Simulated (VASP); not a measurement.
Input of a VASP 6.6.1 run:

The input INCAR:

```
PREC = Accurate ; ENCUT = 520
EDIFF = 1E-7 ; ISMEAR = 0
SIGMA = 0.15 ; LREAL = F
LASPH = T ; NELM = 100
ALGO = Fast ; ISIF = 2
LWAVE = F ; LCHARG = F
GGA = PE ; NBANDS = 39
```

Contents of KPOINTS:

```
regular mesh
0
Gamma
  14 14 5
```

Contents of POSCAR:

```
Pt
1.0
   -3.1627959429      0.0000000000      0.0000000000
    0.0000000000     -3.1627959429      0.0000000000
    0.0000000000      0.0000000000      9.2383878288
Pt
6
Direct
    0.5000000000      0.5000000000      0.0855712989
    0.0000000000      0.0000000000      0.9414554644
    0.5000000000      0.5000000000      0.4279249651
    0.0000000000      0.0000000000      0.2567481320
    0.5000000000      0.5000000000      0.7702786313
    0.0000000000      0.0000000000      0.5991017982
```

Potentials or basis: VASP PAW PBE potentials, release 64 (Pt).

Command:

```bash
$ cat potpaw_PBE.64/Pt/POTCAR > POTCAR
$ mpirun -np 1 vasp_std > vasp.out
```

Problem. Estimate the largest force.

Solution. 1.553 eV/Å.

Problem. Estimate the pressure.

Solution. 7.9 GPa.

Problem. Predict the band gap on the k mesh.

Solution. Zero (bands 30 and 31 overlap by 1.09 eV).

Stress tensor (GPa, compression positive):
```
9.10 0.00 0.00
0.00 9.10 0.00
0.00 0.00 5.50
```

Caveat: the cell stands under pressure; spin-orbit coupling is left out, which moves the levels of the heavy elements; forces of over 1 eV/Å act on the atoms, so gaps and moduli don't describe the material at rest.
